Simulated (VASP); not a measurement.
# Si2W (I4/mmm) in VASP: further runs, part 2 of 2

VASP 6.6.1.

### Step 4. Single point, PBE

This run uses another cell than the first one, of 13.42 Å³/atom, 0.981 times its volume.

The input, INCAR:

```
  PREC = Accurate
  ENCUT = 520
  EDIFF = 1E-6
  ISMEAR = -1
  SIGMA = 0.02
  LREAL = False
  LASPH = True
  NELM = 100
  ALGO = Normal
  ISIF = 2
  LWAVE = False
  LCHARG = False
  GGA = PE
  NBANDS = 18
```

The input, KPOINTS:

```
regular mesh
0
Gamma
  12 12 12
```

The input, POSCAR:

```
Si2W
1.0
   -1.6062564142      1.6062564142      3.9009830007
    1.6062564142     -1.6062564142      3.9009830007
    1.6062564142      1.6062564142     -3.9009830007
Si W
2 1
Direct
    0.3350769127      0.3350769127      0.0000000000
    0.6649230873      0.6649230873      0.0000000000
    0.0000000000      0.0000000000      0.0000000000
```

Potentials or basis: VASP PAW PBE potentials, release 64 (Si, W_sv).

The run is started by

```console
> cat potpaw_PBE.64/Si/POTCAR potpaw_PBE.64/W_sv/POTCAR > POTCAR
> mpirun -np 1 vasp_std > vasp.out
```

OUTCAR:

```text
PREC = Accurate
   ENCUT = 520
   EDIFF = 1E-6
   ISMEAR = -1
   LREAL = False
   LASPH = True
   NELM = 100
   ISIF = 2
   GGA = PE

 ion  position               nearest neighbor table
   1  0.335  0.335  0.000-   2 2.57   3 2.61   3 2.61   3 2.61   3 2.61   3 2.61   2 2.63   2 2.63
                             2 2.63   2 2.63
   2  0.665  0.665  0.000-   1 2.57   3 2.61   3 2.61   3 2.61   3 2.61   3 2.61   1 2.63   1 2.63
                             1 2.63   1 2.63
   3  0.000  0.000  0.000-   2 2.61   2 2.61   2 2.61   1 2.61   2 2.61   1 2.61   1 2.61   1 2.61
                             1 2.61   2 2.61

  LATTYP: Found a body centered tetragonal cell.
 ALAT       =     3.2125128284
 C/A-ratio  =     2.4286178509

  Lattice vectors:

 A1 = (  -1.6062564142,   1.6062564142,   3.9009830007)
 A2 = (   1.6062564142,  -1.6062564142,   3.9009830007)
 A3 = (   1.6062564142,   1.6062564142,  -3.9009830007)

Analysis of symmetry for initial positions (statically):
=====================================================================
 Subroutine PRICEL returns:
 Original cell was already a primitive cell.

 Routine SETGRP: Setting up the symmetry group for a
 body centered tetragonal supercell.

 Subroutine GETGRP returns: Found 16 space group operations
 (whereof 16 operations were pure point group operations)
 out of a pool of 16 trial point group operations.

The static configuration has the point symmetry D_4h.

Analysis of symmetry for dynamics (positions and initial velocities):
=====================================================================
 Subroutine PRICEL returns:
 Original cell was already a primitive cell.

 Routine SETGRP: Setting up the symmetry group for a
 body centered tetragonal supercell.

 Subroutine GETGRP returns: Found 16 space group operations
 (whereof 16 operations were pure point group operations)
 out of a pool of 16 trial point group operations.

The dynamic configuration has the point symmetry D_4h.

 Subroutine INISYM returns: Found 16 space group operations
 (whereof 16 operations are pure point group operations),
 and found     1 'primitive' translations

----------------------------------------------------------------------------------------

                                     Primitive cell

  volume of cell :      40.2591

  direct lattice vectors                    reciprocal lattice vectors
    -1.606256414  1.606256414  3.900983001     0.000000000  0.311282804  0.128172822
     1.606256414 -1.606256414  3.900983001     0.311282804  0.000000000  0.128172822
     1.606256414  1.606256414 -3.900983001     0.311282804  0.311282804  0.000000000

  length of vectors
     4.514176304  4.514176304  4.514176304     0.336638168  0.336638168  0.440220363

  position of ions in fractional coordinates (direct lattice)
     0.335076913  0.335076913  0.000000000
     0.664923087  0.664923087  0.000000000
     0.000000000  0.000000000  0.000000000

  ion indices of the primitive-cell ions
   primitive index   ion index
                 1           1
                 2           2
                 3           3

----------------------------------------------------------------------------------------

 KPOINTS: regular mesh

Automatic generation of k-mesh.
 Grid dimensions read from file:
 generate k-points for:   12   12   12

 Generating k-lattice:

  Cartesian coordinates                     Fractional coordinates (reciprocal lattice)
     0.000000000  0.025940234  0.010681069     0.083333333  0.000000000  0.000000000
     0.025940234  0.000000000  0.010681069     0.000000000  0.083333333  0.000000000
     0.025940234  0.025940234  0.000000000     0.000000000  0.000000000  0.083333333

  Length of vectors
     0.028053181  0.028053181  0.036685030

  Shift w.r.t. Gamma in fractional coordinates (k-lattice)
     0.000000000  0.000000000  0.000000000

 Subroutine IBZKPT returns following result:
 ===========================================

 Found    163 irreducible k-points:

 Following reciprocal coordinates:
            Coordinates               Weight
  0.000000  0.000000  0.000000      1.000000
  0.083333  0.000000  0.000000      8.000000
  0.166667  0.000000 -0.000000      8.000000
  0.250000 -0.000000  0.000000      8.000000
  0.333333  0.000000 -0.000000      8.000000
  0.416667  0.000000 -0.000000      8.000000
[... 16 lines left out ...]
  0.500000  0.166667  0.000000     16.000000
 -0.416667  0.166667  0.000000     16.000000
 [... further k-points ...]
   k-points           NKPTS =    163   k-points in BZ     NKDIM =    163   number of bands    NBANDS=     18
   number of dos      NEDOS =    301   number of ions     NIONS =      3
   total plane-waves  NPLWV =  46656
   dimension x,y,z NGX =    36 NGY =   36 NGZ =   36
   dimension x,y,z NGXF=    72 NGYF=   72 NGZF=   72
   ions per type =               2   1
   NGX,Y,Z   is equivalent  to a cutoff of  13.26, 13.26, 13.26 a.u.
   NGXF,Y,Z  is equivalent  to a cutoff of  26.52, 26.52, 26.52 a.u.
 SYSTEM =  unknown system
   PREC   = accura    normal or accurate (medium, high low for compatibility)
   ISTART =      0    job   : 0-new  1-cont  2-samecut
   ICHARG =      2    charge: 1-file 2-atom 10-const
   ISPIN  =      1    spin polarized calculation?
   LNONCOLLINEAR =      F non collinear calculations
   LSORBIT =      F    spin-orbit coupling
   LASPH  =      T    aspherical Exc in radial PAW
   ENCUT  =  520.0 eV  38.22 Ry    6.18 a.u.   8.39  8.39  8.39*2*pi/ulx,y,z
   NELM   =    100;   NELMIN=  2; NELMDL= -5     # of ELM steps
   EDIFF  = 0.1E-05   stopping-criterion for ELM
   LREAL  =      F    real-space projection
   EDIFFG = 0.1E-04   stopping-criterion for IOM
   NSW    =      0    number of steps for IOM
   IBRION =     -1    ionic relax: 0-MD 1-quasi-New 2-CG
   NFREE  =      0    steps in history (QN), initial steepest desc. (CG)
   ISIF   =      2    stress and relaxation
   ISYM   =      2    0-nonsym 1-usesym 2-fastsym
   POTIM  = 0.5000    time-step for ionic-motion
   TEBEG  =    0.0;   TEEND  =   0.0 temperature during run
   PSTRESS=    0.0 pullay stress
   NELECT =      22.0000    total number of electrons
   NUPDOWN=      -1.0000    fix difference up-down
   EMIN   =  10.00;   EMAX   =-10.00  energy-range for DOS
   EFERMI =   0.00;   METHOD = LEGACY
   ISMEAR =    -1;   SIGMA  =   0.02  broadening in eV -4-tet -1-fermi 0-gaus
   EFERMI_NEDOS =   21; number of points for ismear=-14 and -15
   IALGO  =     38    algorithm
   IMIX   =      4    mixing-type and parameters
     AMIX     =   0.40;   BMIX     =  1.00
     AMIX_MAG =   1.60;   BMIX_MAG =  1.00
  volume/ion in A,a.u.               =      13.42        90.56
  Fermi-wavevector in a.u.,A,eV,Ry     =   1.338426  2.529259 24.373272  1.791385
  Thomas-Fermi vector in A             =   2.466898
   LORBIT       =      0    0 simple, 1 ext, 2 COOP (PROOUT), +10 PAW based schemes
   GGA     = PE    functional components
   LHFCALC =     F    Hartree Fock is set to
   AEXX    =    0.0000 exact exchange contribution
   IVDW    =     0    specifies the selected vdW correction
   LEPSILON=     F    determine dielectric tensor
   LRPA    =     F    only Hartree local field effects (RPA)
 non-spin polarized calculation
  energy-cutoff  :      520.00
  volume of cell :       40.26
 maximum number of plane-waves:      1106
 NGX is ok and might be reduce to    36
   NGX = 17   NGY = 17   NGZ = 17

 number of electron      21.9999999 magnetization

 Free energy of the ion-electron system (eV)
  ---------------------------------------------------
  ext. energy  EPLUGINS =         0.00000000
  ---------------------------------------------------
  free energy    TOTEN  =       -24.80263192 eV

  energy without entropy =      -24.80230486  energy(sigma->0) =      -24.80246839

 E-fermi :  12.0482     XC(G=0): -12.5487

 val. band max:       11.9667662700   @ k =  -0.3333  -0.4167   0.3333
 cond. band min:      12.0499158641   @ k =  -0.4167  -0.4167   0.3333
 fundamental gap:      0.0831495941
 Fermi energy:        12.0482003947

 k-point     1 :       0.0000    0.0000    0.0000
  band No.  band energies     occupation
      1     -61.8225      2.00000
      2     -26.0796      2.00000
      3     -26.0716      2.00000
      4     -26.0716      2.00000
      5      -2.0886      2.00000
      6       5.1362      2.00000
[... 481 lines left out ...]
      5       0.9997      2.00000
      6       3.6941      2.00000
[... 10 lines left out ...]
     17      19.1138      0.00000
     18      20.4314      0.00000

 [... further k-points ...]

------------------------ aborting loop because EDIFF is reached ----------------------------------------

  FORCE on cell =-STRESS in cart. coord.  units (eV):
  Direction    XX          YY          ZZ          XY          YZ          ZX
  --------------------------------------------------------------------------------------
  -------------------------------------------------------------------------------------
  Total        0.9651478      0.9651478      1.4821711      0.0000000      0.0000000      0.0000000
  in kB       38.4096710     38.4096710     58.9854828      0.0000000      0.0000000      0.0000000
  external PRESSURE =      45.2682749 kB  Pullay stress =       0.0000000 kB

 VOLUME and BASIS-vectors are now :
 -----------------------------------------------------------------------------
  energy-cutoff  :      520.00
  volume of cell :       40.26
      direct lattice vectors                 reciprocal lattice vectors
    -1.606256414  1.606256414  3.900983001     0.000000000  0.311282804  0.128172822
     1.606256414 -1.606256414  3.900983001     0.311282804  0.000000000  0.128172822
     1.606256414  1.606256414 -3.900983001     0.311282804  0.311282804  0.000000000

 POSITION                                       TOTAL-FORCE (eV/Angst)
 -----------------------------------------------------------------------------------
      0.00000      0.00000      2.61426         0.000000      0.000000     -0.159247
      0.00000      0.00000      5.18771         0.000000      0.000000      0.159247
      0.00000      0.00000      0.00000        -0.000000     -0.000000     -0.000000
 -----------------------------------------------------------------------------------
    total drift:                               -0.000000     -0.000000      0.000000

  FREE ENERGIE OF THE ION-ELECTRON SYSTEM (eV)
  ---------------------------------------------------
  free  energy   TOTEN  =       -24.8026319205 eV

  energy  without entropy=      -24.8023048585  energy(sigma->0) =      -24.80246839
```

OSZICAR:

```text
N       E                     dE             d eps       ncg     rms          rms(c)
DAV:   1     0.131581915285E+03    0.13158E+03   -0.10892E+04  5876   0.124E+03
DAV:   2    -0.211823550081E+02   -0.15276E+03   -0.14902E+03  6794   0.323E+02
DAV:   3    -0.256236235531E+02   -0.44413E+01   -0.43795E+01  7236   0.498E+01
DAV:   4    -0.256623745867E+02   -0.38751E-01   -0.38722E-01  7012   0.490E+00
DAV:   5    -0.256627823988E+02   -0.40781E-03   -0.40780E-03  6982   0.534E-01    0.257E+01
DAV:   6    -0.249030055580E+02    0.75978E+00   -0.34088E+00  6292   0.132E+01    0.892E+00
DAV:   7    -0.248245533046E+02    0.78452E-01   -0.21087E-01  6282   0.261E+00    0.453E+00
DAV:   8    -0.248031025190E+02    0.21451E-01   -0.40577E-02  6618   0.159E+00    0.329E-01
DAV:   9    -0.248027185584E+02    0.38396E-03   -0.95803E-04  6712   0.254E-01    0.194E-01
DAV:  10    -0.248026372945E+02    0.81264E-04   -0.25043E-04  6992   0.137E-01    0.385E-02
DAV:  11    -0.248026316162E+02    0.56783E-05   -0.33431E-05  6744   0.416E-02    0.173E-02
DAV:  12    -0.248026319205E+02   -0.30431E-06   -0.15704E-06  4762   0.820E-03
   1 F= -.24802632E+02 E0= -.24802468E+02  d E =-.327062E-03
```

It took 1.7 min on 1 thread of Intel Xeon Platinum 8375C at 2.90GHz (Ice Lake), shared host; peak memory 0.28 GiB.

Results:

* Free energy: -24.8026 eV
* Pressure: 4.5 GPa
* Largest force: 0.159 eV/Å
* Band gap on the k mesh: zero (band 11 reaches 12.74 eV, above the bottom of band 12 at 11.47 eV)

Forces in eV/Å, atoms in the order of the input:
```
Si   0.000  0.000 -0.159
Si   0.000  0.000  0.159
W    0.000  0.000  0.000
```

Stress tensor (GPa, compression positive):
```
3.84 0.00 0.00
0.00 3.84 0.00
0.00 0.00 5.90
```

Caveat: spin-orbit coupling is left out, which moves the levels of the heavy elements.

### Step 5. Summary

```csv
level,cell,k mesh,gap on the mesh (eV),pressure (GPa),largest force (eV/Å)
PBE,"a = 4.547 Å, angles 138.4, 138.4, 60.3°, 3 atoms",10 × 10 × 10,none,0.1,-
r2SCAN,"a = 4.514 Å, angles 138.3, 138.3, 60.4°, 3 atoms",10 × 10 × 10,none,0.3,0.01
PBE,"a = 4.514 Å, angles 138.3, 138.3, 60.4°, 3 atoms",12 × 12 × 12,none,4.5,0.16
```

Alike in all rows: task single point; potentials or basis VASP PAW PBE potentials, release 64 (Si, W_sv); no spin polarisation; cutoff (eV) 520; smearing fermi-dirac 0.02 eV.

Caveats: spin-orbit coupling is left out, which moves the levels of the heavy elements; the PAW data sets were made with another functional, which shifts forces and pressure a little (some runs).

Absolute energies hang on the potentials; compare differences alone.
